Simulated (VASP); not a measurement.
Wanted: the native input for a VASP 6.6.1 run.

| Item | Value |
| --- | --- |
| Task | single point |
| Functional | PBEsol |
| Potentials or basis | VASP PAW PBE potentials, release 64 (Cs_sv, Ag, Bi_d, Br) |
| Cutoff | 520 eV |
| k mesh | 4 × 4 × 4 |
| Occupations | fermi-dirac, width 0.02 eV |
| Spin | no spin polarisation |
| Dipole correction | no |
| Further INCAR settings | ALGO = Normal; EDIFF = 1e-06; NBANDS = 54 |

The structure of Cs2AgBiBr6 lies in POSCAR:

```
Cs2AgBiBr6
1.0
    0.0000000000      5.5935443647      5.5935443647
    5.5935443647      0.0000000000      5.5935443647
    5.5935443647      5.5935443647      0.0000000000
Cs Ag Bi Br
2 1 1 6
Direct
    0.2500000000      0.2500000000      0.2500000000
    0.7500000000      0.7500000000      0.7500000000
    0.5000000000      0.5000000000      0.5000000000
    0.0000000000      0.0000000000      0.0000000000
    0.2539294640      0.7460705360      0.2539294640
    0.2539294640      0.7460705360      0.7460705360
    0.7460705360      0.2539294640      0.7460705360
    0.7460705360      0.2539294640      0.2539294640
    0.2539294640      0.2539294640      0.7460705360
    0.7460705360      0.7460705360      0.2539294640
```

The input as run:

INCAR

```
SYSTEM = Cs2AgBiBr6
PREC = Accurate
ENCUT = 520
EDIFF = 1E-6
ISMEAR = -1
SIGMA = 0.02
LREAL = .FALSE.
LASPH = .TRUE.
NELM = 80
ALGO = Normal
ISIF = 2
LWAVE = .FALSE.
LCHARG = .FALSE.
GGA = PS
NBANDS = 54
```

KPOINTS

```
regular mesh
0
G
  4 4 4
  0 0 0
```

Potentials or basis: VASP PAW PBE potentials, release 64 (Cs_sv, Ag, Bi_d, Br).

The run is started by

```sh
$ cat potpaw_PBE.64/Cs_sv/POTCAR potpaw_PBE.64/Ag/POTCAR potpaw_PBE.64/Bi_d/POTCAR potpaw_PBE.64/Br/POTCAR > POTCAR
$ mpirun -np 1 vasp_std > vasp.out
```

It gave:

```json
{
  "Pressure": "0.0 GPa",
  "Largest force": "0.005 eV/Å",
  "Band gap on the k mesh": "1.10 eV (least direct gap 2.33 eV)"
}
```

Caveat: the PAW data sets were made with another functional, which shifts forces and pressure a little; spin-orbit coupling is left out, which moves the levels of the heavy elements.

It took 4.6 min on 1 thread of AMD EPYC 7R43 64-Core Processor (Zen 3), with other jobs on the host, peak memory 0.56 GiB.
